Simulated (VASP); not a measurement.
**Na2S: relaxation of cell and atoms with PBE**

Na2S:

```
Na S
1.0
     0.00000    3.24915    3.24915
     3.24915    0.00000    3.24915
     3.24915    3.24915    0.00000
Na S
2 1
Direct
  0.25000 0.25000 0.25000
  0.75000 0.75000 0.75000
  0.00000 0.00000 0.00000
```

```json
{
  "Program": "VASP 6.6.1",
  "Task": "relaxation of cell and atoms",
  "Functional": "PBE",
  "Potentials or basis": "VASP PAW PBE potentials, release 64 (Na_pv, S)",
  "Cutoff": "500 eV",
  "k mesh": "6 × 6 × 6",
  "Occupations": "fermi-dirac, width 0.02 eV",
  "Spin": "no spin polarisation",
  "Dipole correction": "no",
  "Further INCAR settings": "ALGO = Normal; EDIFF = 1e-07; IBRION = 2; EDIFFG = -0.005; NSW = 80; ISIF = 3"
}
```

```
Relaxed volume                        : 23.63 Å³/atom
Relaxed cell                          : a = 4.645 Å, b = 4.645 Å, c = 4.645 Å, α = 60.00°, β = 60.00°, γ = 60.00°
Space group after relaxing (to 0.1 Å) : Fm-3m (No. 225)
Energy gained by relaxing             : 2.1 meV/atom
Ionic steps                           : 3
Pressure after relaxing               : 0.0 GPa
Band gap on the k mesh                : 2.44 eV
```

The path:
```tsv
step	energy change (eV)	largest force (eV/Å)	pressure (GPa)	volume (Å³)
1	0.0000	0.0000	0.97	68.60
2	-0.0056	0.0000	0.34	69.99
3	-0.0064	0.0000	-0.03	70.88
```

Final structure:
```
Na S
1.0
     0.00000    3.28469    3.28469
     3.28469    0.00000    3.28469
     3.28469    3.28469    0.00000
Na S
2 1
Direct
  0.25000 0.25000 0.25000
  0.75000 0.75000 0.75000
  0.00000 0.00000 0.00000
```

Levels at points of the mesh, in eV from the valence-band top:
| k point | band 6 | band 7 | band 8 | band 9 | band 10 | band 11 | band 12 | band 13 | band 14 |
| --- | --- | --- | --- | --- | --- | --- | --- | --- | --- |
| (0.00, 0.00, 0.00) | -22.22 | -10.12 | 0.00 | 0.00 | 0.00 | 2.44 | 7.70 | 7.70 | 7.70 |
| (0.50, 0.00, 0.00) | -22.24 | -9.89 | -1.62 | -0.13 | -0.13 | 4.74 | 6.40 | 7.12 | 7.12 |
| (0.50, 0.50, 0.00) | -22.21 | -9.81 | -1.45 | -0.45 | -0.45 | 3.84 | 5.96 | 8.35 | 9.69 |

Run time: 81 s on 1 thread of Intel Xeon 8259CL, with other jobs on the host, peak memory 0.2 GiB.
